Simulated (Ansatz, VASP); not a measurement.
# NbTe: VASP beside Ansatz

File INCAR:

```
SYSTEM = NbTe
PREC = Accurate
ENCUT = 500
EDIFF = 1E-6
ISMEAR = -1
SIGMA = 0.1
LREAL = .False.
LASPH = .True.
NELM = 120
ALGO = Normal
ISIF = 2
LWAVE = .False.
LCHARG = .False.
GGA = PS
NBANDS = 16
GGA_COMPAT = .False.
```

File KPOINTS:

```
Automatic mesh
0
Gamma
  7 7 6
  0 0 0
```

Contents of POSCAR:

```
NbTe
1.0
    3.8455341309      0.0000000000      0.0000000000
   -1.9227670654      3.3303307121      0.0000000000
    0.0000000000      0.0000000000      3.8364337657
Nb Te
1 1
Direct
    0.0000000000      0.0000000000      0.5000000000
    0.6666666667      0.3333333333      0.0000000000
```

Input for Ansatz:

```yaml
crystal:
  lattice:
    - [3.8455341308615982, 0.0, 0.0]
    - [-1.9227670654307991, 3.33033071208065, 0.0]
    - [0.0, 0.0, 3.8364337656986938]
  atoms:
    - { symbol: Nb, position: [0.0, 0.0, 0.5] }
    - { symbol: Te, position: [0.6666666666666666, 0.3333333333333333, 0.0] }
basis:
  ecutwfc: 450.0
kpoints:
  mp_grid:
    grid: [7, 7, 6]
hamiltonian:
  xc: pbesol
  pseudopotentials:
    kind: paw
scf:
  occupations:
    method: fermi_dirac
    width: 0.1
output:
  stress: true
```

Alike in both runs: task single point; functional PBEsol; k mesh 7 × 7 × 6; occupations fermi-dirac, width 0.1 eV; no spin polarisation.

```csv
,VASP,Ansatz
version,VASP 6.6.1,Ansatz 0.2.0
potentials or method,"VASP PAW PBE potentials, release 64 (Nb_sv, Te), cutoff 500 eV","plane waves, PAW"
valence electrons in the cell,19,29
```

VASP gave:

| Item | Value |
| --- | --- |
| pressure (GPa) | -14.6 |
| traceless stress, the component that is largest in VASP (GPa) | -2.07 |

Task: What did Ansatz give for the same quantities?

Result: Pressure (GPa): -14.6; traceless stress, the component that is largest in VASP (GPa): -2.06.

VASP's potentials were made for PBE, not for PBEsol. VASP's potentials hold 19 valence electrons a cell and Ansatz's 29, so a difference there can come from the potentials and not from the codes.

Neither program's run includes spin-orbit coupling.
